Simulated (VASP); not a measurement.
# MnAl26 (Fm-3m) in VASP: single point with PBE

Aim: the single point of MnAl26 with PBE.

Everything below comes from runs of VASP 6.6.1. Logs are shortened: lines on timing, memory, paths and dates and some standing lists are left out, and cuts for length are marked.

## Step 1: The cell of the first run

The structure is cubic, space group Fm-3m (No. 225). The conventional cell has a = 12.150 Å, b = 12.150 Å, c = 12.150 Å, α = 90.00°, β = 90.00°, γ = 90.00°. Mn (site symmetry m-3m) has 12 Al at 2.86 Å within 3.8 Å. Within 3.8 Å of Al (site symmetry mm2) lie 1 Mn at 2.86 Å and 11 Al at 2.86 Å. Al (site symmetry 3m) has 12 Al at 2.86 Å within 3.8 Å. Al (site symmetry 4mm) has 12 Al at 2.86 Å within 3.8 Å.

## Step 2: Single point, PBE, collinear spin, ferromagnetic start

Input file INCAR:

```
SYSTEM = MnAl26
PREC     = Accurate       ! precision mode
ENCUT    = 500            ! plane-wave cutoff, eV
EDIFF    = 1E-6           ! SCF threshold, eV
ISMEAR   = -1             ! smearing method
SIGMA    = 0.1            ! smearing width, eV
LREAL    = .False.        ! projectors in reciprocal space
LASPH    = .True.         ! aspherical terms in the spheres
NELM     = 200            ! most SCF steps
ALGO     = Normal         ! electronic algorithm
ISIF     = 2              ! what is computed and relaxed
LWAVE    = .False.        ! write WAVECAR
LCHARG   = .False.        ! write CHGCAR
ISPIN    = 2              ! spin polarisation
MAGMOM   = 2.5 0 0 0 0 0 0 0 0 0 0 0 0 0 0 0 0 0 0 0 0 0 0 0 0 0 0 ! initial moments
LORBIT   = 11             ! projections on sites
LMAXMIX  = 4              ! l up to which the mixer works
GGA      = PE             ! functional
NBANDS   = 68             ! bands
GGA_COMPAT= .False.
```

Input file KPOINTS:

```
Automatic mesh
0
Gamma
  1 1 1
  0 0 0
```

Input file POSCAR:

```
MnAl26
1.0
    0.0000000000      6.0750000000      6.0750000000
    6.0750000000      0.0000000000      6.0750000000
    6.0750000000      6.0750000000      0.0000000000
Mn Al
1 26
Direct
    0.0000000000      0.0000000000      0.0000000000
    0.0000000000      0.0000000000      0.3333333300
    0.0000000000      0.0000000000      0.6666666700
    0.0000000000      0.3333333300      0.0000000000
    0.0000000000      0.3333333300      0.3333333300
    0.0000000000      0.3333333300      0.6666666700
    0.0000000000      0.6666666700      0.0000000000
    0.0000000000      0.6666666700      0.3333333300
    0.0000000000      0.6666666700      0.6666666700
    0.3333333300      0.0000000000      0.0000000000
    0.3333333300      0.0000000000      0.3333333300
    0.3333333300      0.0000000000      0.6666666700
    0.3333333300      0.3333333300      0.0000000000
    0.3333333300      0.3333333300      0.3333333300
    0.3333333300      0.3333333300      0.6666666700
    0.3333333300      0.6666666700      0.0000000000
    0.3333333300      0.6666666700      0.3333333300
    0.3333333300      0.6666666700      0.6666666700
    0.6666666700      0.0000000000      0.0000000000
    0.6666666700      0.0000000000      0.3333333300
    0.6666666700      0.0000000000      0.6666666700
    0.6666666700      0.3333333300      0.0000000000
    0.6666666700      0.3333333300      0.3333333300
    0.6666666700      0.3333333300      0.6666666700
    0.6666666700      0.6666666700      0.0000000000
    0.6666666700      0.6666666700      0.3333333300
    0.6666666700      0.6666666700      0.6666666700
```

Potentials or basis: VASP PAW PBE potentials, release 64 (Mn_pv, Al).

Started as:

```console
cat potpaw_PBE.64/Mn_pv/POTCAR potpaw_PBE.64/Al/POTCAR > POTCAR
mpirun -np 1 vasp_gam > vasp.out
```

OUTCAR:

```text
SYSTEM = MnAl26
   PREC = Accurate
   ENCUT = 500
   EDIFF = 1E-6
   ISMEAR = -1
   LREAL = .False.
   LASPH = .True.
   NELM = 200
   ISIF = 2
   ISPIN = 2
   LORBIT = 11
   GGA = PE

 ion  position               nearest neighbor table
   1  0.000  0.000  0.000-   2 2.86   3 2.86   4 2.86   6 2.86   7 2.86   8 2.86  10 2.86  12 2.86
                            16 2.86  19 2.86  20 2.86  22 2.86
   2  0.000  0.000  0.333-   1 2.86   4 2.86   5 2.86   8 2.86  10 2.86  11 2.86  17 2.86  20 2.86
                            23 2.86  21 2.86   9 2.86   3 2.86
   3  0.000  0.000  0.667-   1 2.86   6 2.86   7 2.86   9 2.86  12 2.86  18 2.86  19 2.86  21 2.86
                            24 2.86  11 2.86   5 2.86   2 2.86
   4  0.000  0.333  0.000-   1 2.86   2 2.86   5 2.86   6 2.86  10 2.86  13 2.86  15 2.86  22 2.86
                            23 2.86   9 2.86  25 2.86   7 2.86
   5  0.000  0.333  0.333-   2 2.86   4 2.86  11 2.86  13 2.86  14 2.86  23 2.86   3 2.86   7 2.86
                            24 2.86  26 2.86   6 2.86   8 2.86
   6  0.000  0.333  0.667-   1 2.86   3 2.86   4 2.86  12 2.86  15 2.86  22 2.86  24 2.86  14 2.86
                            27 2.86   5 2.86   8 2.86   9 2.86
   7  0.000  0.667  0.000-   1 2.86   3 2.86   8 2.86   9 2.86  16 2.86  18 2.86  19 2.86  25 2.86
                            26 2.86  13 2.86   5 2.86   4 2.86
   8  0.000  0.667  0.333-   1 2.86   2 2.86   7 2.86  16 2.86  17 2.86  20 2.86  26 2.86  14 2.86
                            27 2.86   6 2.86   5 2.86   9 2.86
   9  0.000  0.667  0.667-   3 2.86   7 2.86  18 2.86  21 2.86  25 2.86  27 2.86   4 2.86   2 2.86
[... 23 lines left out ...]
  21  0.667  0.000  0.667-   3 2.86   9 2.86  19 2.86  24 2.86  25 2.86  27 2.86  23 2.86  10 2.86
                            15 2.86   2 2.86  12 2.86  20 2.86
  22  0.667  0.333  0.000-   1 2.86   4 2.86   6 2.86  19 2.86  20 2.86  23 2.86  24 2.86  14 2.86
                            27 2.86  16 2.86  25 2.86  13 2.86
  23  0.667  0.333  0.333-   2 2.86   4 2.86   5 2.86  20 2.86  22 2.86  21 2.86  25 2.86  15 2.86
                            17 2.86  24 2.86  14 2.86  26 2.86
  24  0.667  0.333  0.667-   3 2.86   6 2.86  19 2.86  21 2.86  22 2.86  13 2.86   5 2.86  18 2.86
                            15 2.86  23 2.86  26 2.86  27 2.86
  25  0.667  0.667  0.000-   7 2.86   9 2.86  19 2.86  21 2.86  26 2.86  27 2.86  10 2.86  23 2.86
                            17 2.86   4 2.86  22 2.86  16 2.86
  26  0.667  0.667  0.333-   7 2.86   8 2.86  19 2.86  20 2.86  25 2.86  11 2.86   5 2.86  18 2.86
                            23 2.86  24 2.86  17 2.86  27 2.86
  27  0.667  0.667  0.667-   9 2.86  21 2.86  25 2.86  12 2.86  16 2.86  20 2.86   8 2.86  22 2.86
                             6 2.86  24 2.86  18 2.86  26 2.86

  LATTYP: Found a face centered cubic cell.
 ALAT       =    12.1500000000

  Lattice vectors:

 A1 = (   0.0000000000,   6.0750000000,   6.0750000000)
 A2 = (   6.0750000000,   0.0000000000,   6.0750000000)
 A3 = (   6.0750000000,   6.0750000000,   0.0000000000)

Analysis of symmetry for initial positions (statically):
=====================================================================
 Subroutine PRICEL returns:
 Original cell was already a primitive cell.

 Routine SETGRP: Setting up the symmetry group for a
 face centered cubic supercell.

 Subroutine GETGRP returns: Found 48 space group operations
 (whereof 48 operations were pure point group operations)
 out of a pool of 48 trial point group operations.

The static configuration has the point symmetry O_h .

Analysis of symmetry for dynamics (positions and initial velocities):
=====================================================================
 Subroutine PRICEL returns:
 Original cell was already a primitive cell.

 Routine SETGRP: Setting up the symmetry group for a
 face centered cubic supercell.

 Subroutine GETGRP returns: Found 48 space group operations
 (whereof 48 operations were pure point group operations)
 out of a pool of 48 trial point group operations.

The dynamic configuration has the point symmetry O_h .

Analysis of structural, dynamic, and magnetic symmetry:
=====================================================================
 Subroutine PRICEL returns:
 Original cell was already a primitive cell.

 Routine SETGRP: Setting up the symmetry group for a
 face centered cubic supercell.

 Subroutine GETGRP returns: Found 48 space group operations
 (whereof 48 operations were pure point group operations)
 out of a pool of 48 trial point group operations.

The overall configuration has the point symmetry O_h .

[... 116 lines left out ...]
   ISTART =      0    job   : 0-new  1-cont  2-samecut
   ICHARG =      2    charge: 1-file 2-atom 10-const
   ISPIN  =      2    spin polarized calculation?
   LNONCOLLINEAR =      F non collinear calculations
   LSORBIT =      F    spin-orbit coupling
   LASPH  =      T    aspherical Exc in radial PAW
   ENCUT  =  500.0 eV  36.75 Ry    6.06 a.u.  15.66 15.66 15.66*2*pi/ulx,y,z
   NELM   =    200;   NELMIN=  2; NELMDL= -5     # of ELM steps
   EDIFF  = 0.1E-05   stopping-criterion for ELM
   LREAL  =      F    real-space projection
   EDIFFG = 0.1E-04   stopping-criterion for IOM
   NSW    =      0    number of steps for IOM
   IBRION =     -1    ionic relax: 0-MD 1-quasi-New 2-CG
   NFREE  =      0    steps in history (QN), initial steepest desc. (CG)
   ISIF   =      2    stress and relaxation
   ISYM   =      2    0-nonsym 1-usesym 2-fastsym
   POTIM  = 0.5000    time-step for ionic-motion
   TEBEG  =    0.0;   TEEND  =   0.0 temperature during run
   PSTRESS=    0.0 pullay stress
   NELECT =      91.0000    total number of electrons
   NUPDOWN=      -1.0000    fix difference up-down
   EMIN   =  10.00;   EMAX   =-10.00  energy-range for DOS
   EFERMI =   0.00;   METHOD = LEGACY
   ISMEAR =    -1;   SIGMA  =   0.10  broadening in eV -4-tet -1-fermi 0-gaus
   EFERMI_NEDOS =   21; number of points for ismear=-14 and -15
   IALGO  =     38    algorithm
   IMIX   =      4    mixing-type and parameters
     AMIX     =   0.40;   BMIX     =  1.00
     AMIX_MAG =   1.60;   BMIX_MAG =  1.00
  volume/ion in A,a.u.               =      16.61       112.07
  Fermi-wavevector in a.u.,A,eV,Ry     =   0.962053  1.818017 12.592818  0.925546
  Thomas-Fermi vector in A             =   2.091478
   LORBIT       =     11    0 simple, 1 ext, 2 COOP (PROOUT), +10 PAW based schemes
   GGA     = PE    functional components
   LHFCALC =     F    Hartree Fock is set to
   AEXX    =    0.0000 exact exchange contribution
   IVDW    =     0    specifies the selected vdW correction
   LEPSILON=     F    determine dielectric tensor
   LRPA    =     F    only Hartree local field effects (RPA)
 spin polarized calculation
  energy-cutoff  :      500.00
  volume of cell :      448.40
 maximum number of plane-waves:      5656
 NGX is ok and might be reduce to    64
   NGX = 31   NGY = 31   NGZ = 31

 number of electron      91.0000008 magnetization       2.7251945

 Free energy of the ion-electron system (eV)
  ---------------------------------------------------
  ext. energy  EPLUGINS =         0.00000000
  ---------------------------------------------------
  free energy    TOTEN  =       -93.58231078 eV

  energy without entropy =      -93.34326002  energy(sigma->0) =      -93.46278540

 E-fermi :   7.6634     XC(G=0): -10.2134

 val. band max:        7.3340084125   @ k =   0.0000   0.0000   0.0000
 cond. band min:       7.9247069506   @ k =   0.0000   0.0000   0.0000
 fundamental gap:      0.5906985381
 Fermi energy:         7.6634316763

 spin component 1

 k-point     1 :       0.0000    0.0000    0.0000
  band No.  band energies     occupation
      1     -40.9060      1.00000
      2     -40.9060      1.00000
      3     -40.9060      1.00000
      4      -3.1536      1.00000
      5      -0.3437      1.00000
      6      -0.3289      1.00000
[... 49 lines left out ...]
     56       8.2639      0.00246
     57       8.2889      0.00192
 Fermi energy:         7.6634316763

 spin component 2

 k-point     1 :       0.0000    0.0000    0.0000
  band No.  band energies     occupation
      1     -38.8003      1.00000
      2     -38.8003      1.00000
      3     -38.8003      1.00000
      4      -3.1097      1.00000
      5      -0.2956      1.00000
      6      -0.2421      1.00000
[... 49 lines left out ...]
     56       8.3064      0.00161
     57       8.3653      0.00089
 [bands above 57 left out]

------------------------ aborting loop because EDIFF is reached ----------------------------------------

  FORCE on cell =-STRESS in cart. coord.  units (eV):
  Direction    XX          YY          ZZ          XY          YZ          ZX
  --------------------------------------------------------------------------------------
  -------------------------------------------------------------------------------------
  Total      -11.2688986    -11.2688986    -11.2688986     -0.0000000      0.0000000      0.0000000
  in kB      -40.2645836    -40.2645836    -40.2645836     -0.0000000      0.0000000      0.0000000
  external PRESSURE =     -40.2645836 kB  Pullay stress =       0.0000000 kB

 VOLUME and BASIS-vectors are now :
 -----------------------------------------------------------------------------
  energy-cutoff  :      500.00
  volume of cell :      448.40
      direct lattice vectors                 reciprocal lattice vectors
     0.000000000  6.075000000  6.075000000    -0.082304527  0.082304527  0.082304527
     6.075000000  0.000000000  6.075000000     0.082304527 -0.082304527  0.082304527
     6.075000000  6.075000000  0.000000000     0.082304527  0.082304527 -0.082304527

 POSITION                                       TOTAL-FORCE (eV/Angst)
 -----------------------------------------------------------------------------------
      0.00000      0.00000      0.00000        -0.000000     -0.000000      0.000000
      2.02500      2.02500      0.00000        -0.383506     -0.383506      0.000000
      4.05000      4.05000      0.00000         0.383506      0.383506      0.000000
      2.02500      0.00000      2.02500        -0.383506     -0.000000     -0.383506
      4.05000      2.02500      2.02500         0.044837     -0.044837     -0.044837
      6.07500      4.05000      2.02500        -0.000000      0.383506     -0.383506
[... 19 lines left out ...]
      6.07500      6.07500      8.10000        -0.000000     -0.000000     -0.241974
      8.10000      8.10000      8.10000        -0.044837     -0.044837     -0.044837
 -----------------------------------------------------------------------------------
    total drift:                               -0.000000      0.000000      0.000000

  FREE ENERGIE OF THE ION-ELECTRON SYSTEM (eV)
  ---------------------------------------------------
  free  energy   TOTEN  =       -93.5823107846 eV

  energy  without entropy=      -93.3432600211  energy(sigma->0) =      -93.46278540

 total charge

# of ion       s       p       d       tot
------------------------------------------
    1        0.213   6.198   5.132  11.544
    2        0.358   0.387   0.000   0.745
    3        0.358   0.387   0.000   0.745
    4        0.358   0.387   0.000   0.745
    5        0.342   0.402   0.000   0.744
    6        0.358   0.387   0.000   0.745
[... 19 lines left out ...]
   26        0.374   0.384   0.000   0.757
   27        0.342   0.402   0.000   0.744
--------------------------------------------------
tot          9.489  16.363   5.132  30.984

 magnetization (x)

# of ion       s       p       d       tot
------------------------------------------
    1        0.013   0.016   1.964   1.993
    2       -0.001   0.010   0.000   0.009
    3       -0.001   0.010   0.000   0.009
    4       -0.001   0.010   0.000   0.009
    5       -0.002  -0.002   0.000  -0.004
    6       -0.001   0.010   0.000   0.009
[... 19 lines left out ...]
   26       -0.013   0.009   0.000  -0.003
   27       -0.002  -0.002   0.000  -0.004
--------------------------------------------------
tot         -0.089   0.169   1.964   2.044
```

Run time: 2 min. Hardware: 1 thread of AMD EPYC 7R43 (Zen 3), shared host; peak memory 0.69 GiB.

What came out:

* Free energy: -93.5823 eV
* Pressure: -4.0 GPa
* Band gap on the k mesh: 0.59 eV
* Net moment: 2.73 μB per cell
* Site moments: Mn +1.99; Al +0.01, -0.00 μB
* Valence electrons inside the program's atomic spheres: Mn 11.54; Al 0.74, 0.76

Caveat: the k points lie up to 0.90 Å⁻¹ apart. A k mesh can miss the band edges.
